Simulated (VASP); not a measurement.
# BeTe (Pmmn) in VASP: a series of runs

BeTe is run at these levels: PBE+D3(BJ); tasks: single point, relaxation of cell and atoms.

Program: VASP 6.6.1. These are calculated values, not measurements. Logs are shortened: lines on timing, memory, paths and dates and some standing lists are left out, and cuts for length are marked.

## (1) The cell of the first run

Symmetry: Pmmn, No. 59, orthorhombic system. Conventional cell: a = 3.883 Å, b = 12.284 Å, c = 3.884 Å, α = 90.00°, β = 90.00°, γ = 90.00°. Within 3.1 Å of Be (site symmetry m) lie 4 Te at 2.33 to 2.39 Å and 4 Be at 2.65 to 2.84 Å. Te (site symmetry m) has 4 Be at 2.33 to 2.39 Å within 3.1 Å.

## (2) Single point, PBE+D3(BJ)

File INCAR:

```
SYSTEM = BeTe
PREC = Accurate
ENCUT = 520
EDIFF = 1E-6
ISMEAR = 0
SIGMA = 0.1
LREAL = .FALSE.
LASPH = .TRUE.
NELM = 100
ALGO = Normal
ISIF = 2
LWAVE = .FALSE.
LCHARG = .FALSE.
GGA = PE
IVDW = 12
NBANDS = 26
```

File KPOINTS:

```
Automatic mesh
0
G
  4 2 4
  0 0 0
```

File POSCAR:

```
BeTe
1.0
    3.8831323100      0.0000000000      0.0000000000
    0.0000000000     12.2840603100      0.0000000000
    0.0000000000      0.0000000000      3.8837996100
Be Te
4 4
Direct
    0.0000000000      0.7485911300      0.2671344400
    0.5000000000      0.7514088700      0.7328655600
    0.5000000000      0.2485911300      0.7328655600
    0.0000000000      0.2514088700      0.2671344400
    0.0000000000      0.6392047900      0.7578640800
    0.5000000000      0.8607952100      0.2421359200
    0.5000000000      0.1392047900      0.2421359200
    0.0000000000      0.3607952100      0.7578640800
```

Potentials or basis: VASP PAW PBE potentials, release 64 (Be, Te).

Launch:

```console
> cat potpaw_PBE.64/Be/POTCAR potpaw_PBE.64/Te/POTCAR > POTCAR
> mpirun -np 1 vasp_std > vasp.out
```

OUTCAR:

```text
SYSTEM = BeTe
   PREC = Accurate
   ENCUT = 520
   EDIFF = 1E-6
   ISMEAR = 0
   LREAL = .FALSE.
   LASPH = .TRUE.
   NELM = 100
   ISIF = 2
   GGA = PE
   IVDW = 12
 IVDW          = 12

 ion  position               nearest neighbor table
   1  0.000  0.749  0.267-   5 2.33   6 2.38   6 2.38   5 2.39
   2  0.500  0.751  0.733-   6 2.33   5 2.38   5 2.38   6 2.39
   3  0.500  0.249  0.733-   7 2.33   8 2.38   8 2.38   7 2.39
   4  0.000  0.251  0.267-   8 2.33   7 2.38   7 2.38   8 2.39
   5  0.000  0.639  0.758-   1 2.33   2 2.38   2 2.38   1 2.39   8 3.42
   6  0.500  0.861  0.242-   2 2.33   1 2.38   1 2.38   2 2.39   7 3.42
   7  0.500  0.139  0.242-   3 2.33   4 2.38   4 2.38   3 2.39   6 3.42
   8  0.000  0.361  0.758-   4 2.33   3 2.38   3 2.38   4 2.39   5 3.42

  LATTYP: Found a simple orthorhombic cell.
 ALAT       =     3.8831323100
 B/A-ratio  =     1.0001718458
 C/A-ratio  =     3.1634410907

  Lattice vectors:

 A1 = (  -3.8831323100,   0.0000000000,   0.0000000000)
 A2 = (   0.0000000000,   0.0000000000,   3.8837996100)
 A3 = (   0.0000000000,  12.2840603100,   0.0000000000)

Analysis of symmetry for initial positions (statically):
=====================================================================
 Subroutine PRICEL returns:
 Original cell was already a primitive cell.

 Routine SETGRP: Setting up the symmetry group for a
 simple orthorhombic supercell.

 Subroutine GETGRP returns: Found  8 space group operations
 (whereof  4 operations were pure point group operations)
 out of a pool of  8 trial point group operations.

The static configuration has the point symmetry C_2v.
 The point group associated with its full space group is D_2h.

Analysis of symmetry for dynamics (positions and initial velocities):
=====================================================================
 Subroutine PRICEL returns:
 Original cell was already a primitive cell.

 Routine SETGRP: Setting up the symmetry group for a
 simple orthorhombic supercell.

 Subroutine GETGRP returns: Found  8 space group operations
 (whereof  4 operations were pure point group operations)
 out of a pool of  8 trial point group operations.

The dynamic configuration has the point symmetry C_2v.
 The point group associated with its full space group is D_2h.

 Subroutine INISYM returns: Found  8 space group operations
 (whereof  4 operations are pure point group operations),
 and found     1 'primitive' translations

----------------------------------------------------------------------------------------

                                     Primitive cell

  volume of cell :     185.2597

  direct lattice vectors                    reciprocal lattice vectors
     3.883132310  0.000000000  0.000000000     0.257524061  0.000000000  0.000000000
     0.000000000 12.284060310  0.000000000     0.000000000  0.081406308  0.000000000
     0.000000000  0.000000000  3.883799610     0.000000000  0.000000000  0.257479814

  length of vectors
     3.883132310 12.284060310  3.883799610     0.257524061  0.081406308  0.257479814

  position of ions in fractional coordinates (direct lattice)
     0.000000000  0.748591130  0.267134440
     0.500000000  0.751408870  0.732865560
     0.500000000  0.248591130  0.732865560
     0.000000000  0.251408870  0.267134440
     0.000000000  0.639204790  0.757864080
     0.500000000  0.860795210  0.242135920
     0.500000000  0.139204790  0.242135920
     0.000000000  0.360795210  0.757864080

  ion indices of the primitive-cell ions
   primitive index   ion index
                 1           1
                 2           2
                 3           3
                 4           4
                 5           5
                 6           6
                 7           7
                 8           8

----------------------------------------------------------------------------------------

 KPOINTS: Automatic mesh

Automatic generation of k-mesh.
 Grid dimensions read from file:
 generate k-points for:    4    2    4

 Generating k-lattice:

  Cartesian coordinates                     Fractional coordinates (reciprocal lattice)
     0.064381015  0.000000000  0.000000000     0.250000000  0.000000000  0.000000000
     0.000000000  0.040703154  0.000000000     0.000000000  0.500000000  0.000000000
     0.000000000  0.000000000  0.064369953     0.000000000  0.000000000  0.250000000

  Length of vectors
     0.064381015  0.040703154  0.064369953

  Shift w.r.t. Gamma in fractional coordinates (k-lattice)
     0.000000000  0.000000000  0.000000000

 Subroutine IBZKPT returns following result:
 ===========================================

 Found     18 irreducible k-points:

 Following reciprocal coordinates:
            Coordinates               Weight
  0.000000  0.000000  0.000000      1.000000
  0.250000  0.000000  0.000000      2.000000
  0.500000  0.000000  0.000000      1.000000
  0.000000  0.500000  0.000000      1.000000
  0.250000  0.500000  0.000000      2.000000
  0.500000  0.500000  0.000000      1.000000
[... 10 lines left out ...]
  0.250000  0.500000  0.500000      2.000000
  0.500000  0.500000  0.500000      1.000000
   k-points           NKPTS =     18   k-points in BZ     NKDIM =     18   number of bands    NBANDS=     26
   number of dos      NEDOS =    301   number of ions     NIONS =      8
   total plane-waves  NPLWV =  86400
   dimension x,y,z NGX =    30 NGY =   96 NGZ =   30
   dimension x,y,z NGXF=    60 NGYF=  192 NGZF=   60
   ions per type =               4   4
   NGX,Y,Z   is equivalent  to a cutoff of  12.84, 12.99, 12.84 a.u.
   NGXF,Y,Z  is equivalent  to a cutoff of  25.69, 25.98, 25.68 a.u.
 SYSTEM =  BeTe
   PREC   = accura    normal or accurate (medium, high low for compatibility)
   ISTART =      0    job   : 0-new  1-cont  2-samecut
   ICHARG =      2    charge: 1-file 2-atom 10-const
   ISPIN  =      1    spin polarized calculation?
   LNONCOLLINEAR =      F non collinear calculations
   LSORBIT =      F    spin-orbit coupling
   LASPH  =      T    aspherical Exc in radial PAW
   ENCUT  =  520.0 eV  38.22 Ry    6.18 a.u.   7.22 22.84  7.22*2*pi/ulx,y,z
   NELM   =    100;   NELMIN=  2; NELMDL= -5     # of ELM steps
   EDIFF  = 0.1E-05   stopping-criterion for ELM
   LREAL  =      F    real-space projection
   EDIFFG = 0.1E-04   stopping-criterion for IOM
   NSW    =      0    number of steps for IOM
   IBRION =     -1    ionic relax: 0-MD 1-quasi-New 2-CG
   NFREE  =      0    steps in history (QN), initial steepest desc. (CG)
   ISIF   =      2    stress and relaxation
   ISYM   =      2    0-nonsym 1-usesym 2-fastsym
   POTIM  = 0.5000    time-step for ionic-motion
   TEBEG  =    0.0;   TEEND  =   0.0 temperature during run
   PSTRESS=    0.0 pullay stress
   NELECT =      32.0000    total number of electrons
   NUPDOWN=      -1.0000    fix difference up-down
   EMIN   =  10.00;   EMAX   =-10.00  energy-range for DOS
   EFERMI =   0.00;   METHOD = LEGACY
   ISMEAR =     0;   SIGMA  =   0.10  broadening in eV -4-tet -1-fermi 0-gaus
   EFERMI_NEDOS =   21; number of points for ismear=-14 and -15
   IALGO  =     38    algorithm
   IMIX   =      4    mixing-type and parameters
     AMIX     =   0.40;   BMIX     =  1.00
     AMIX_MAG =   1.60;   BMIX_MAG =  1.00
  volume/ion in A,a.u.               =      23.16       156.27
  Fermi-wavevector in a.u.,A,eV,Ry     =   0.911726  1.722913 11.309774  0.831245
  Thomas-Fermi vector in A             =   2.036039
   LORBIT       =      0    0 simple, 1 ext, 2 COOP (PROOUT), +10 PAW based schemes
   GGA     = PE    functional components
   LHFCALC =     F    Hartree Fock is set to
   AEXX    =    0.0000 exact exchange contribution
   IVDW    =    12    specifies the selected vdW correction
   LEPSILON=     F    determine dielectric tensor
   LRPA    =     F    only Hartree local field effects (RPA)
 non-spin polarized calculation
 Gauss-broadening in eV      SIGMA  =   0.10
  energy-cutoff  :      520.00
  volume of cell :      185.26
 maximum number of plane-waves:      5016
 NGX is ok and might be reduce to    30
   NGX = 15   NGY = 45   NGZ = 15

 number of electron      32.0000000 magnetization

 Free energy of the ion-electron system (eV)
  ---------------------------------------------------
  ext. energy  EPLUGINS =         0.00000000
  ---------------------------------------------------
  free energy    TOTEN  =       -28.08532568 eV

  energy without entropy =      -28.08532568  energy(sigma->0) =      -28.08532568

 E-fermi :   5.6055     XC(G=0):  -8.5947

 val. band max:        5.1709915425   @ k =   0.2500   0.0000   0.0000
 cond. band min:       6.4879743160   @ k =   0.0000   0.0000   0.0000
 fundamental gap:      1.3169827735
 Fermi energy:         5.6055078871

 k-point     1 :       0.0000    0.0000    0.0000
  band No.  band energies     occupation
      1      -8.0742      2.00000
      2      -7.8502      2.00000
      3      -6.5012      2.00000
      4      -6.0053      2.00000
      5      -0.2197      2.00000
      6       1.4105      2.00000
[... 18 lines left out ...]
     25      10.0936      0.00000
     26      10.7176      0.00000

 k-point     2 :       0.2500    0.0000    0.0000
  band No.  band energies     occupation
      1      -7.6730      2.00000
      2      -7.4368      2.00000
      3      -6.4070      2.00000
      4      -5.9615      2.00000
      5      -0.3640      2.00000
      6      -0.1249      2.00000
[... 18 lines left out ...]
     25      10.0013      0.00000
     26      10.2935      0.00000

 k-point     3 :       0.5000    0.0000    0.0000
  band No.  band energies     occupation
      1      -6.7784      2.00000
      2      -6.7784      2.00000
      3      -6.4741      2.00000
      4      -6.4741      2.00000
      5      -0.9311      2.00000
      6      -0.9311      2.00000
[... 398 lines left out ...]
 k-point    17 :       0.2500    0.5000    0.5000
  band No.  band energies     occupation
      1      -6.4964      2.00000
      2      -6.4964      2.00000
      3      -6.1891      2.00000
      4      -6.1891      2.00000
      5      -0.5399      2.00000
      6      -0.5399      2.00000
[... 18 lines left out ...]
     25      10.6168      0.00000
     26      10.6392      0.00000

 k-point    18 :       0.5000    0.5000    0.5000
  band No.  band energies     occupation
      1      -6.1499      2.00000
      2      -6.1499      2.00000
      3      -5.8360      2.00000
      4      -5.8360      2.00000
      5      -0.7006      2.00000
      6      -0.7006      2.00000
[... 18 lines left out ...]
     25      12.7113      0.00000
     26      12.7244      0.00000

------------------------ aborting loop because EDIFF is reached ----------------------------------------

 Edisp (eV)   -2.60007

 E8    (eV) :    -1.1008

  FORCE on cell =-STRESS in cart. coord.  units (eV):
  Direction    XX          YY          ZZ          XY          YZ          ZX
  --------------------------------------------------------------------------------------
  -------------------------------------------------------------------------------------
  Total       4.73700    16.24825     5.76612     0.00000     0.00000     0.00000
  in kB      40.96691   140.51937    49.86697     0.00000     0.00000     0.00000
  external pressure =       77.12 kB  Pullay stress =        0.00 kB

 VOLUME and BASIS-vectors are now :
 -----------------------------------------------------------------------------
  energy-cutoff  :      520.00
  volume of cell :      185.26
      direct lattice vectors                 reciprocal lattice vectors
     3.883132310  0.000000000  0.000000000     0.257524061  0.000000000  0.000000000
     0.000000000 12.284060310  0.000000000     0.000000000  0.081406308  0.000000000
     0.000000000  0.000000000  3.883799610     0.000000000  0.000000000  0.257479814

 POSITION                                       TOTAL-FORCE (eV/Angst)
 -----------------------------------------------------------------------------------
      0.00000      9.19574      1.03750         0.000000      0.149444     -0.246428
      1.94157      9.23035      2.84630        -0.000000     -0.149444      0.246428
      1.94157      3.05371      2.84630        -0.000000      0.149444      0.246428
      0.00000      3.08832      1.03750        -0.000000     -0.149444     -0.246428
      0.00000      7.85203      2.94339        -0.000000     -1.265873      0.247903
      1.94157     10.57406      0.94041         0.000000      1.265873     -0.247903
      1.94157      1.71000      0.94041         0.000000     -1.265873     -0.247903
      0.00000      4.43203      2.94339        -0.000000      1.265873      0.247903
 -----------------------------------------------------------------------------------
    total drift:                               -0.000000     -0.000000      0.000000

  FREE ENERGIE OF THE ION-ELECTRON SYSTEM (eV)
  ---------------------------------------------------
  free  energy   TOTEN  =       -30.6853969046 eV

  energy  without entropy=      -30.6853969046  energy(sigma->0) =      -30.68539690
```

Run time: 1.8 min. Hardware: 1 thread of AMD EPYC 9R45 (Zen 5), shared host; peak memory 0.28 GiB.

What came out:

```
Free energy                : -30.6854 eV
Pressure                   : 7.7 GPa
Largest force              : 1.290 eV/Å
Band gap on the k mesh     : 1.32 eV
Dispersion energy per atom : -0.325 eV
```

Forces in eV/Å, atoms in the order of the input:
```
Be   0.000  0.149 -0.246
Be   0.000 -0.149  0.246
Be   0.000  0.149  0.246
Be   0.000 -0.149 -0.246
Te   0.000 -1.266  0.248
Te   0.000  1.266 -0.248
Te   0.000 -1.266 -0.248
Te   0.000  1.266  0.248
```

Levels at points of the mesh, in eV from the valence-band top:
| k point | band 12 | band 13 | band 14 | band 15 | band 16 | band 17 | band 18 | band 19 | band 20 | band 21 |
| --- | --- | --- | --- | --- | --- | --- | --- | --- | --- | --- |
| (0.00, 0.00, 0.00) | -0.81 | -0.72 | -0.58 | -0.33 | -0.20 | 1.32 | 1.38 | 1.45 | 2.27 | 2.53 |
| (0.50, 0.00, 0.00) | -2.04 | -1.93 | -1.93 | -1.03 | -1.03 | 2.57 | 2.57 | 2.76 | 2.76 | 3.24 |
| (0.00, 0.50, 0.00) | -1.19 | -0.59 | -0.59 | -0.53 | -0.53 | 1.39 | 1.39 | 1.67 | 1.67 | 2.63 |
| (0.50, 0.50, 0.00) | -2.03 | -1.94 | -1.94 | -1.29 | -1.29 | 2.60 | 2.60 | 2.68 | 2.68 | 3.82 |
| (0.00, 0.00, 0.50) | -1.92 | -1.88 | -1.71 | -1.21 | -1.02 | 2.52 | 2.63 | 2.71 | 2.82 | 3.29 |
| (0.50, 0.00, 0.50) | -3.94 | -3.59 | -3.59 | -2.52 | -2.52 | 2.36 | 2.36 | 2.95 | 2.95 | 4.06 |
| (0.00, 0.50, 0.50) | -2.03 | -1.77 | -1.77 | -1.37 | -1.37 | 2.59 | 2.59 | 2.71 | 2.71 | 3.87 |
| (0.50, 0.50, 0.50) | -3.78 | -3.76 | -3.76 | -2.54 | -2.54 | 2.76 | 2.76 | 3.31 | 3.31 | 3.64 |

Caveat: the cell stands under pressure; spin-orbit coupling is left out, which moves the levels of the heavy elements; forces of over 1 eV/Å act on the atoms, so gaps and moduli don't describe the material at rest.

## (3) Relaxation of cell and atoms, PBE+D3(BJ)

File INCAR:

```
PREC = Accurate ; ENCUT = 600
EDIFF = 1E-7 ; ISMEAR = 0
SIGMA = 0.1 ; LREAL = False
LASPH = True ; NELM = 100
ALGO = Normal ; ISIF = 3
LWAVE = False ; LCHARG = False
GGA = PE ; IVDW = 12
IBRION = 2 ; NSW = 90
EDIFFG = -0.04
```

File KPOINTS:

```
regular mesh
0
Gamma
  4 2 4
```

POSCAR is that of step 2.

Potentials or basis: VASP PAW PBE potentials, release 64 (Be, Te).

Launch:

```console
> cat potpaw_PBE.64/Be/POTCAR potpaw_PBE.64/Te/POTCAR > POTCAR
> mpirun -np 1 vasp_std > vasp.out
```

Wall time 15 min (1 thread of AMD EPYC 9R45 (Zen 5), shared host); peak memory 0.33 GiB.

It converged, with:

```yaml
Free_energy: -31.7490 eV
Relaxed_volume: 26.75 Å³/atom
Relaxed_cell: a = 3.863 Å, b = 14.341 Å, c = 3.863 Å, α = 90.00°, β = 90.00°, γ = 90.00°
Space_group_after_relaxing_to_0.1_Å: I4/mmm (No. 139)
Energy_gained_by_relaxing: 132.9 meV/atom
Ionic_steps: 12
Pressure_after_relaxing: 0.0 GPa
Largest_force_after_relaxing: 0.031 eV/Å
Band_gap_on_the_k_mesh: 2.13 eV
Dispersion_energy_per_atom: -0.288 eV
```

Forces on the atoms (eV/Å):
```
Be   0.000 -0.018 -0.021
Be   0.000  0.018  0.021
Be   0.000 -0.018  0.021
Be   0.000  0.018 -0.021
Te   0.000  0.019 -0.024
Te   0.000 -0.019  0.024
Te   0.000  0.019  0.024
Te   0.000 -0.019 -0.024
```

Stress tensor (GPa, compression positive):
```
 0.06  0.00  0.00
 0.00 -0.07  0.00
 0.00  0.00  0.00
```

Step by step:
```
step  energy change (eV)  largest force (eV/Å)  pressure (GPa)  volume (Å³)
   1              0.0000                1.2898            7.71       185.26
   2             -0.6792                0.9597           -3.16       216.48
   3             -0.7811                0.4204           -0.86       207.48
   4             -0.9467                0.3538           -0.53       206.44
   5             -1.0118                0.3516            0.02       205.00
   6             -1.0318                0.1021            0.60       205.06
   7             -1.0337                0.0420            0.84       205.09
   8             -1.0475                0.0434            0.40       208.24
   9             -1.0540                0.0514           -0.20       213.02
  10             -1.0541                0.0503           -0.14       212.56
  11             -1.0587                0.0436           -0.10       212.99
  12             -1.0633                0.0309            0.00       213.98
```

Final structure:
```yaml
crystal:
  lattice:
    - [3.86284, 0.00000, 0.00000]
    - [0.00000, 14.34091, 0.00000]
    - [0.00000, 0.00000, 3.86270]
  atoms:
    - { symbol: Be, position: [0.00000, 0.75023, 0.25572] }
    - { symbol: Be, position: [0.50000, 0.74977, 0.74428] }
    - { symbol: Be, position: [0.50000, 0.25023, 0.74428] }
    - { symbol: Be, position: [0.00000, 0.24977, 0.25572] }
    - { symbol: Te, position: [0.00000, 0.64289, 0.75625] }
    - { symbol: Te, position: [0.50000, 0.85711, 0.24375] }
    - { symbol: Te, position: [0.50000, 0.14289, 0.24375] }
    - { symbol: Te, position: [0.00000, 0.35711, 0.75625] }
```

Levels at points of the mesh, in eV from the valence-band top:
```csv
k point,band 14,band 15,band 16,band 17,band 18,band 19
"(0.00, 0.00, 0.00)",-0.12,-0.01,0.00,2.13,2.16,2.20
"(0.50, 0.00, 0.00)",-0.98,-0.93,-0.93,3.13,3.13,3.48
"(0.00, 0.50, 0.00)",-0.07,-0.06,-0.06,2.15,2.15,2.24
"(0.50, 0.50, 0.00)",-0.98,-0.93,-0.93,3.41,3.41,3.46
"(0.00, 0.00, 0.50)",-0.99,-0.95,-0.94,3.07,3.18,3.44
"(0.50, 0.00, 0.50)",-3.19,-2.66,-2.66,2.56,2.56,3.13
"(0.00, 0.50, 0.50)",-1.00,-0.95,-0.95,3.39,3.39,3.47
"(0.50, 0.50, 0.50)",-3.19,-2.66,-2.66,2.67,2.67,3.14
```

Caveat: the volume moved by over 15 % at a fixed basis, so the end points are rough; spin-orbit coupling is left out, which moves the levels of the heavy elements. A k mesh can miss the band edges.
